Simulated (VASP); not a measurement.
# LiHgCl3 (Pm-3m) in VASP: single point with PBE

Aim: the single point of LiHgCl3 with PBE.

Everything below comes from runs of VASP 6.6.1. Logs are shortened: lines on timing, memory, paths and dates and some standing lists are left out, and cuts for length are marked.

### Step 1. The cell of the first run

Symmetry: Pm-3m, No. 221, cubic system. Conventional cell: a = 4.922 Å, b = 4.922 Å, c = 4.922 Å, α = 90.00°, β = 90.00°, γ = 90.00°. Li (site symmetry m-3m) has 6 Cl at 2.46 Å within 3.2 Å. Hg (site symmetry m-3m) has 12 Cl at 3.48 Å and 8 Li at 4.26 Å within 4.6 Å. Within 3.2 Å of Cl (site symmetry 4/mmm) lie 2 Li at 2.46 Å.

### Step 2. Single point, PBE

File INCAR:

```
SYSTEM = LiHgCl3
ALGO = Normal
EDIFF = 1E-7
ENCUT = 520
GGA = PE
ISIF = 2
ISMEAR = 0
LASPH = .TRUE.
LCHARG = .FALSE.
LREAL = .FALSE.
LWAVE = .FALSE.
NBANDS = 26
NELM = 100
PREC = Accurate
SIGMA = 0.1
```

File KPOINTS:

```
k-points
0
G
  4 4 4
  0 0 0
```

File POSCAR:

```
LiHgCl3
1.0
    4.9223131900      0.0000000000      0.0000000000
    0.0000000000      4.9223131900      0.0000000000
    0.0000000000      0.0000000000      4.9223131900
Li Hg Cl
1 1 3
Direct
    0.5000000000      0.5000000000      0.5000000000
    0.0000000000      0.0000000000      0.0000000000
    0.5000000000      0.5000000000      0.0000000000
    0.0000000000      0.5000000000      0.5000000000
    0.5000000000      0.0000000000      0.5000000000
```

Potentials or basis: VASP PAW PBE potentials, release 64 (Li_sv, Hg, Cl).

Started as:

```console
> cat potpaw_PBE.64/Li_sv/POTCAR potpaw_PBE.64/Hg/POTCAR potpaw_PBE.64/Cl/POTCAR > POTCAR
> mpirun -np 1 vasp_std > vasp.out
```

OUTCAR:

```text
SYSTEM = LiHgCl3
   EDIFF = 1E-7
   ENCUT = 520
   GGA = PE
   ISIF = 2
   ISMEAR = 0
   LASPH = .TRUE.
   LREAL = .FALSE.
   NELM = 100
   PREC = Accurate

 ion  position               nearest neighbor table
   1  0.500  0.500  0.500-   3 2.46   4 2.46   5 2.46   3 2.46   5 2.46   4 2.46
   2  0.000  0.000  0.000-
   3  0.500  0.500  0.000-   1 2.46   1 2.46
   4  0.000  0.500  0.500-   1 2.46   1 2.46
   5  0.500  0.000  0.500-   1 2.46   1 2.46

  LATTYP: Found a simple cubic cell.
 ALAT       =     4.9223131900

  Lattice vectors:

 A1 = (   4.9223131900,   0.0000000000,   0.0000000000)
 A2 = (   0.0000000000,   4.9223131900,   0.0000000000)
 A3 = (   0.0000000000,   0.0000000000,   4.9223131900)

Analysis of symmetry for initial positions (statically):
=====================================================================
 Subroutine PRICEL returns:
 Original cell was already a primitive cell.

 Routine SETGRP: Setting up the symmetry group for a
 simple cubic supercell.

 Subroutine GETGRP returns: Found 48 space group operations
[... 9 lines left out ...]

 Routine SETGRP: Setting up the symmetry group for a
 simple cubic supercell.

 Subroutine GETGRP returns: Found 48 space group operations
[... 11 lines left out ...]
                                     Primitive cell

  volume of cell :     119.2635

  direct lattice vectors                    reciprocal lattice vectors
     4.922313190  0.000000000  0.000000000     0.203156516  0.000000000  0.000000000
     0.000000000  4.922313190  0.000000000     0.000000000  0.203156516  0.000000000
     0.000000000  0.000000000  4.922313190     0.000000000  0.000000000  0.203156516

  length of vectors
     4.922313190  4.922313190  4.922313190     0.203156516  0.203156516  0.203156516

  position of ions in fractional coordinates (direct lattice)
     0.500000000  0.500000000  0.500000000
     0.000000000  0.000000000  0.000000000
     0.500000000  0.500000000  0.000000000
     0.000000000  0.500000000  0.500000000
     0.500000000  0.000000000  0.500000000

  ion indices of the primitive-cell ions
   primitive index   ion index
                 1           1
                 2           2
                 3           3
                 4           4
                 5           5

----------------------------------------------------------------------------------------

 KPOINTS: k-points

Automatic generation of k-mesh.
 Grid dimensions read from file:
 generate k-points for:    4    4    4

 Generating k-lattice:

  Cartesian coordinates                     Fractional coordinates (reciprocal lattice)
     0.050789129  0.000000000  0.000000000     0.250000000  0.000000000  0.000000000
     0.000000000  0.050789129  0.000000000     0.000000000  0.250000000  0.000000000
     0.000000000  0.000000000  0.050789129     0.000000000  0.000000000  0.250000000

  Length of vectors
     0.050789129  0.050789129  0.050789129

  Shift w.r.t. Gamma in fractional coordinates (k-lattice)
     0.000000000  0.000000000  0.000000000

 Subroutine IBZKPT returns following result:
 ===========================================

 Found     10 irreducible k-points:

 Following reciprocal coordinates:
            Coordinates               Weight
  0.000000  0.000000  0.000000      1.000000
  0.250000  0.000000  0.000000      6.000000
  0.500000  0.000000  0.000000      3.000000
  0.250000  0.250000  0.000000     12.000000
  0.500000  0.250000  0.000000     12.000000
  0.500000  0.500000  0.000000      3.000000
  0.250000  0.250000  0.250000      8.000000
  0.500000  0.250000  0.250000     12.000000
  0.500000  0.500000  0.250000      6.000000
  0.500000  0.500000  0.500000      1.000000
   k-points           NKPTS =     10   k-points in BZ     NKDIM =     10   number of bands    NBANDS=     26
   number of dos      NEDOS =    301   number of ions     NIONS =      5
   total plane-waves  NPLWV =  64000
   dimension x,y,z NGX =    40 NGY =   40 NGZ =   40
   dimension x,y,z NGXF=    80 NGYF=   80 NGZF=   80
   ions per type =               1   1   3
   NGX,Y,Z   is equivalent  to a cutoff of  13.51, 13.51, 13.51 a.u.
   NGXF,Y,Z  is equivalent  to a cutoff of  27.02, 27.02, 27.02 a.u.
 SYSTEM =  LiHgCl3
   PREC   = accura    normal or accurate (medium, high low for compatibility)
   ISTART =      0    job   : 0-new  1-cont  2-samecut
   ICHARG =      2    charge: 1-file 2-atom 10-const
   ISPIN  =      1    spin polarized calculation?
   LNONCOLLINEAR =      F non collinear calculations
   LSORBIT =      F    spin-orbit coupling
   LASPH  =      T    aspherical Exc in radial PAW
   ENCUT  =  520.0 eV  38.22 Ry    6.18 a.u.   9.15  9.15  9.15*2*pi/ulx,y,z
   NELM   =    100;   NELMIN=  2; NELMDL= -5     # of ELM steps
   EDIFF  = 0.1E-06   stopping-criterion for ELM
   LREAL  =      F    real-space projection
   EDIFFG = 0.1E-05   stopping-criterion for IOM
   NSW    =      0    number of steps for IOM
   IBRION =     -1    ionic relax: 0-MD 1-quasi-New 2-CG
   NFREE  =      0    steps in history (QN), initial steepest desc. (CG)
   ISIF   =      2    stress and relaxation
   ISYM   =      2    0-nonsym 1-usesym 2-fastsym
   POTIM  = 0.5000    time-step for ionic-motion
   TEBEG  =    0.0;   TEEND  =   0.0 temperature during run
   PSTRESS=    0.0 pullay stress
   NELECT =      36.0000    total number of electrons
   NUPDOWN=      -1.0000    fix difference up-down
   EMIN   =  10.00;   EMAX   =-10.00  energy-range for DOS
   EFERMI =   0.00;   METHOD = LEGACY
   ISMEAR =     0;   SIGMA  =   0.10  broadening in eV -4-tet -1-fermi 0-gaus
   EFERMI_NEDOS =   21; number of points for ismear=-14 and -15
   IALGO  =     38    algorithm
   IMIX   =      4    mixing-type and parameters
     AMIX     =   0.40;   BMIX     =  1.00
     AMIX_MAG =   1.60;   BMIX_MAG =  1.00
  volume/ion in A,a.u.               =      23.85       160.97
  Fermi-wavevector in a.u.,A,eV,Ry     =   1.098179  2.075257 16.408583  1.205997
  Thomas-Fermi vector in A             =   2.234552
   LORBIT       =      0    0 simple, 1 ext, 2 COOP (PROOUT), +10 PAW based schemes
   GGA     = PE    functional components
   LHFCALC =     F    Hartree Fock is set to
   AEXX    =    0.0000 exact exchange contribution
   IVDW    =     0    specifies the selected vdW correction
   LEPSILON=     F    determine dielectric tensor
   LRPA    =     F    only Hartree local field effects (RPA)
 non-spin polarized calculation
 Gauss-broadening in eV      SIGMA  =   0.10
  energy-cutoff  :      520.00
  volume of cell :      119.26
 maximum number of plane-waves:      3221
 NGX is ok and might be reduce to    40
   NGX = 19   NGY = 19   NGZ = 19

 number of electron      35.9999993 magnetization

 Free energy of the ion-electron system (eV)
  ---------------------------------------------------
  ext. energy  EPLUGINS =         0.00000000
  ---------------------------------------------------
  free energy    TOTEN  =       -10.47167746 eV

  energy without entropy =      -10.46078052  energy(sigma->0) =      -10.46622899

 E-fermi :  -0.1570     XC(G=0):  -8.6969

 val. band max:       -0.3365325906   @ k =   0.2500   0.2500   0.2500
 cond. band min:      -0.1404599852   @ k =   0.5000   0.5000   0.5000
 fundamental gap:      0.1960726054
 Fermi energy:        -0.1570159375

 k-point     1 :       0.0000    0.0000    0.0000
  band No.  band energies     occupation
      1     -43.4158      2.00000
      2     -13.6927      2.00000
      3     -12.8551      2.00000
      4     -12.8551      2.00000
      5      -5.2739      2.00000
      6      -5.2739      2.00000
[... 18 lines left out ...]
     25       8.5008      0.00000
     26       9.4126      0.00000

 k-point     2 :       0.2500    0.0000    0.0000
  band No.  band energies     occupation
      1     -43.4157      2.00000
      2     -13.5917      2.00000
      3     -12.9778      2.00000
      4     -12.8484      2.00000
      5      -5.3057      2.00000
      6      -5.2931      2.00000
[... 18 lines left out ...]
     25       9.6204      0.00000
     26       9.8219      0.00000

 k-point     3 :       0.5000    0.0000    0.0000
  band No.  band energies     occupation
      1     -43.4157      2.00000
      2     -13.4132      2.00000
      3     -13.1776      2.00000
      4     -12.8416      2.00000
      5      -5.3373      2.00000
      6      -5.3293      2.00000
[... 18 lines left out ...]
     25      10.2698      0.00000
     26      10.3142      0.00000

 k-point     4 :       0.2500    0.2500    0.0000
  band No.  band energies     occupation
      1     -43.4157      2.00000
      2     -13.5017      2.00000
      3     -13.0085      2.00000
      4     -12.9166      2.00000
      5      -5.3181      2.00000
      6      -5.2927      2.00000
[... 18 lines left out ...]
     25      10.3412      0.00000
     26      10.5125      0.00000

 k-point     5 :       0.5000    0.2500    0.0000
  band No.  band energies     occupation
      1     -43.4157      2.00000
      2     -13.3371      2.00000
      3     -13.1648      2.00000
      4     -12.9337      2.00000
      5      -5.3221      2.00000
      6      -5.3220      2.00000
[... 18 lines left out ...]
     25      10.3390      0.00000
     26      10.8092      0.00000

 k-point     6 :       0.5000    0.5000    0.0000
  band No.  band energies     occupation
      1     -43.4157      2.00000
      2     -13.1518      2.00000
      3     -13.1518      2.00000
      4     -13.1350      2.00000
      5      -5.3240      2.00000
      6      -5.3148      2.00000
[... 18 lines left out ...]
     25      10.7677      0.00000
     26      11.5347      0.00000

 k-point     7 :       0.2500    0.2500    0.2500
  band No.  band energies     occupation
      1     -43.4157      2.00000
      2     -13.4251      2.00000
      3     -13.0024      2.00000
      4     -13.0024      2.00000
      5      -5.3025      2.00000
      6      -5.3025      2.00000
[... 18 lines left out ...]
     25       9.9103      0.00000
     26      10.8094      0.00000

 k-point     8 :       0.5000    0.2500    0.2500
  band No.  band energies     occupation
      1     -43.4157      2.00000
      2     -13.2812      2.00000
      3     -13.1555      2.00000
      4     -12.9961      2.00000
      5      -5.2928      2.00000
      6      -5.2903      2.00000
[... 18 lines left out ...]
     25       9.8855      0.00000
     26      10.9878      0.00000

 k-point     9 :       0.5000    0.5000    0.2500
  band No.  band energies     occupation
      1     -43.4157      2.00000
      2     -13.1461      2.00000
      3     -13.1461      2.00000
      4     -13.1377      2.00000
      5      -5.2772      2.00000
      6      -5.2772      2.00000
[... 18 lines left out ...]
     25       8.9912      0.00000
     26      11.9642      0.00000

 k-point    10 :       0.5000    0.5000    0.5000
  band No.  band energies     occupation
      1     -43.4156      2.00000
      2     -13.1405      2.00000
      3     -13.1405      2.00000
      4     -13.1405      2.00000
      5      -5.2348      2.00000
      6      -5.2348      2.00000
[... 18 lines left out ...]
     25       8.0217      0.00000
     26      11.9608      0.00000

------------------------ aborting loop because EDIFF is reached ----------------------------------------

  FORCE on cell =-STRESS in cart. coord.  units (eV):
  Direction    XX          YY          ZZ          XY          YZ          ZX
  --------------------------------------------------------------------------------------
  -------------------------------------------------------------------------------------
  Total       -1.7414626     -1.7414626     -1.7414626     -0.0000000     -0.0000000     -0.0000000
  in kB      -23.3946743    -23.3946743    -23.3946743     -0.0000000     -0.0000000     -0.0000000
  external PRESSURE =     -23.3946743 kB  Pullay stress =       0.0000000 kB

 VOLUME and BASIS-vectors are now :
 -----------------------------------------------------------------------------
  energy-cutoff  :      520.00
  volume of cell :      119.26
      direct lattice vectors                 reciprocal lattice vectors
     4.922313190  0.000000000  0.000000000     0.203156516  0.000000000  0.000000000
     0.000000000  4.922313190  0.000000000     0.000000000  0.203156516  0.000000000
     0.000000000  0.000000000  4.922313190     0.000000000  0.000000000  0.203156516

 POSITION                                       TOTAL-FORCE (eV/Angst)
 -----------------------------------------------------------------------------------
      2.46116      2.46116      2.46116         0.000000      0.000000      0.000000
      0.00000      0.00000      0.00000         0.000000      0.000000      0.000000
      2.46116      2.46116      0.00000         0.000000      0.000000      0.000000
      0.00000      2.46116      2.46116         0.000000      0.000000      0.000000
      2.46116      0.00000      2.46116         0.000000      0.000000      0.000000
 -----------------------------------------------------------------------------------
    total drift:                                0.000000      0.000000     -0.000000

  FREE ENERGIE OF THE ION-ELECTRON SYSTEM (eV)
  ---------------------------------------------------
  free  energy   TOTEN  =       -10.4716774609 eV

  energy  without entropy=      -10.4607805219  energy(sigma->0) =      -10.46622899
```

Run time: 24 s. Hardware: 1 thread of Intel Xeon Platinum 8559C (Emerald Rapids), shared host; peak memory 0.24 GiB.

Results:

```yaml
Free_energy: -10.4717 eV
Band_gap_on_the_k_mesh: zero (band 18 reaches -0.11 eV, above the bottom of band 19 at -0.43 eV)
```

Levels at points of the mesh, in eV from the Fermi level:
```csv
k point,band 16,band 17,band 18,band 19,band 20,band 21
"(0.00, 0.00, 0.00)",-0.73,-0.27,-0.27,-0.27,7.96,7.96
"(0.50, 0.00, 0.00)",-0.81,-0.33,-0.33,0.78,4.90,6.84
"(0.50, 0.50, 0.00)",-0.96,-0.27,0.04,0.47,5.94,6.27
"(0.50, 0.50, 0.50)",-0.25,0.02,0.02,0.02,7.50,7.50
```

Caveat: the cutoff is under 1.25 times the usual one of these potentials, so pressure, stress and relaxed cells hold a basis-set (Pulay) error; spin-orbit coupling is left out, which moves the levels of the heavy elements.
